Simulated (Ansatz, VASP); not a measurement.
**Mg2Si in VASP and in Ansatz**

INCAR

```
SYSTEM = Mg2Si
PREC = Accurate ; ENCUT = 600
EDIFF = 1E-6 ; ISMEAR = 0
SIGMA = 0.01 ; LREAL = .FALSE.
LASPH = .TRUE. ; NELM = 120
ALGO = Normal ; ISIF = 2
LWAVE = .FALSE. ; LCHARG = .FALSE.
GGA = PS ; NBANDS = 11
GGA_COMPAT = .FALSE.
```

The input KPOINTS:

```
Automatic mesh
0
G
  6 6 6
  0 0 0
```

File POSCAR:

```
Mg2Si
1.0
    0.0000000000      3.1626736455      3.1626736455
    3.1626736455      0.0000000000      3.1626736455
    3.1626736455      3.1626736455      0.0000000000
Mg Si
2 1
Direct
    0.2500000000      0.2500000000      0.2500000000
    0.7500000000      0.7500000000      0.7500000000
    0.0000000000      0.0000000000      0.0000000000
```

Input for Ansatz:

```yaml
crystal:
  lattice:
    - [0.0, 3.1626736455, 3.1626736455]
    - [3.1626736455, 0.0, 3.1626736455]
    - [3.1626736455, 3.1626736455, 0.0]
  atoms:
    - { symbol: Mg, position: [0.25, 0.25, 0.25] }
    - { symbol: Mg, position: [0.75, 0.75, 0.75] }
    - { symbol: Si, position: [0.0, 0.0, 0.0] }
basis:
  ecutwfc: 420
kpoints:
  mp_grid: { grid: [6, 6, 6] }
hamiltonian:
  xc: pbesol
  pseudopotentials: { kind: paw, azcp: { folder: soft_1 } }
scf:
  occupations: { method: gaussian, width: 0.01 }
output:
  forces: true
  stress: true
  eigenvalues: true
```

Alike in both runs: task single point; functional PBEsol; k mesh 6 × 6 × 6; occupations gaussian, width 0.01 eV; no spin polarisation.

|  | VASP | Ansatz |
| --- | --- | --- |
| version | VASP 6.6.1 | Ansatz 0.2.0 |
| potentials or method | VASP PAW PBE potentials, release 64 (Mg, Si), cutoff 600 eV | scalar-relativistic, plane waves, PAW |
| valence electrons in the cell | 8 | 24 |

```tsv
	VASP	Ansatz	Ansatz less VASP
gap on the k mesh at the Fermi level (eV)	0.10	0.11	+0.004
least direct gap on the mesh (eV)	1.88	1.87	-0.009
pressure (GPa)	0.0	0.0	+0.01
```

VASP's potentials were made for PBE, not for PBEsol, and Ansatz warns of the same on its side. With one functional, cell and mesh, what is left measures potentials, basis and numerics. VASP's potentials hold 8 valence electrons a cell and Ansatz's 24, so a difference there can come from the potentials and not from the codes.
